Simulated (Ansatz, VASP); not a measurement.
# KMgF3: VASP beside Ansatz

```
K Mg F
1.0
     4.14534    0.00000    0.00000
     0.00000    4.14534    0.00000
     0.00000    0.00000    4.14534
K Mg F
1 1 3
Direct
  0.50000 0.50000 0.50000
  0.00000 0.00000 0.00000
  0.50000 0.00000 0.00000
  0.00000 0.50000 0.00000
  0.00000 0.00000 0.50000
```

Change from the starting cell: strain +0.040 along x and y, +0.040 along z, atoms carried along.

Alike in both runs: task single point; functional PBE; k mesh 6 × 6 × 6; occupations gaussian, width 0.05 eV; no spin polarisation.

|  | VASP | Ansatz |
| --- | --- | --- |
| version | VASP 6.6.1 | Ansatz 0.2.0 |
| potentials or method | VASP PAW PBE potentials, release 64 (K_sv, Mg, F), cutoff 520 eV | scalar-relativistic, plane waves, PAW |
| valence electrons in the cell | 32 | 40 |

Ansatz gave:

| Item | Value |
| --- | --- |
| gap on the k mesh at the Fermi level (eV) | 6.50 |
| least direct gap on the mesh (eV) | 6.81 |
| pressure (GPa) | -3.8 |

Problem. Which values does VASP return?

Solution. gap on the k mesh at the Fermi level (eV): 6.47; least direct gap on the mesh (eV): 6.79; pressure (GPa): -4.2.

The functional is the same, so the differences come from potentials, cutoffs and numerics. VASP's potentials hold 32 valence electrons a cell and Ansatz's 40, so a difference there can come from the potentials and not from the codes.
